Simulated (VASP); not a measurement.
Runs of VASP 6.6.1 on TiC. The structure is that of space group Fm-3m (No. 225), or close to it. The cells are those of the table. 

| cell | gap on the mesh (eV) | pressure (GPa) |
| --- | --- | --- |
| a = 3.037, b = 3.083, c = 3.061 Å, angles 59.3, 60.7, 60.0°, 2 atoms | none | (a) |
| a = 3.091, b = 3.030, c = 3.061 Å, angles 61.0, 59.0, 60.0°, 2 atoms | none | 1.8 |
| a = 3.053, b = 3.068, c = 3.060 Å, angles 59.8, 60.2, 60.0°, 2 atoms | none | (b) |
| a = 3.022, b = 3.099, c = 3.061 Å, angles 58.8, 61.2, 60.0°, 2 atoms | none | 2.1 |
| a = 3.045, b = 3.076, c = 3.061 Å, angles 59.5, 60.5, 60.0°, 2 atoms | none | 1.2 |

Alike in all rows: task single point; level PBE; potentials or basis VASP PAW PBE potentials, release 64 (Ti_sv, C); no spin polarisation; k mesh 18 × 18 × 18; cutoff (eV) 520; smearing gaussian 0.15 eV.

Task: Estimate the missing entries.

Result: (a) 1.5; (b) 1.1.

A gap of «none» marks levels without a gap at the run's occupations.
